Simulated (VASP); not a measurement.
A run of VASP 6.6.1 is set up as follows.

INCAR

```
SYSTEM = TiC
PREC     = Accurate       ! precision mode
ENCUT    = 520            ! plane-wave cutoff, eV
EDIFF    = 1E-6           ! SCF threshold, eV
ISMEAR   = 0              ! smearing method
SIGMA    = 0.1            ! smearing width, eV
LREAL    = .False.        ! projectors in reciprocal space
LASPH    = .True.         ! aspherical terms in the spheres
NELM     = 150            ! most SCF steps
ALGO     = Normal         ! electronic algorithm
ISIF     = 2              ! what is computed and relaxed
LWAVE    = .False.        ! write WAVECAR
LCHARG   = .False.        ! write CHGCAR
ISPIN    = 2              ! spin polarisation
MAGMOM   = 1 0            ! initial moments
LORBIT   = 11             ! projections on sites
LMAXMIX  = 4              ! l up to which the mixer works
GGA      = PE             ! functional
NBANDS   = 19             ! bands
```

File KPOINTS:

```
regular mesh
0
Gamma
  6 6 6
  0 0 0
```

POSCAR

```
TiC
1.0
    0.0000000000      2.1663653895      2.1663653895
    2.1663653895      0.0000000000      2.1663653895
    2.1663653895      2.1663653895      0.0000000000
Ti C
1 1
Direct
    0.5000000000      0.5000000000      0.5000000000
    0.0000000000      0.0000000000      0.0000000000
```

Potentials or basis: VASP PAW PBE potentials, release 64 (Ti_sv, C).

Run with:

```bash
$ cat potpaw_PBE.64/Ti_sv/POTCAR potpaw_PBE.64/C/POTCAR > POTCAR
$ mpirun -np 1 vasp_std > vasp.out
```

Problem. Predict the net moment.

Solution. 0.00 μB per cell.

Problem. What does it give for the pressure?

Solution. 0.2 GPa.

Caveat: the k points lie up to 0.42 Å⁻¹ apart, too coarse for converged energies and pressures of a metal.
